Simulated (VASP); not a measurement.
Here is a VASP 6.6.1 calculation.

Contents of INCAR:

```
PREC = Accurate
ENCUT = 520
EDIFF = 1E-7
ISMEAR = 0
SIGMA = 0.05
LREAL = F
LASPH = T
NELM = 100
ALGO = Normal
ISIF = 2
LWAVE = F
LCHARG = T
GGA = CA
LELF = T
LVHAR = T
NBANDS = 18
```

Contents of KPOINTS:

```
regular mesh
0
Gamma
  6 6 6
```

The input POSCAR:

```
N
1.0
    3.8432494580      0.0000000000      0.0000000000
    0.0000000000      3.8432494580      0.0000000000
    0.0000000000      0.0000000000      6.0368363706
N
4
Direct
    0.9042752000      0.9042752000      0.0000000000
    0.5957248000      0.4042752000      0.5000000000
    0.0957248000      0.0957248000      0.0000000000
    0.4042752000      0.5957248000      0.5000000000
```

Potentials or basis: VASP PAW LDA potentials, release 64 (N).

The run is started by

```bash
$ cat potpaw_LDA.64/N/POTCAR > POTCAR
$ mpirun -np 1 vasp_std > vasp.out
```

(1) What does it give for the largest force?

(2) Estimate the pressure.

Results:

(1) 12.246 eV/Å.

(2) 14.6 GPa.

Caveat: the standard files for N, O and F lose accuracy on very short bonds; the cell stands under pressure; forces of over 1 eV/Å act on the atoms, so gaps and moduli don't describe the material at rest.
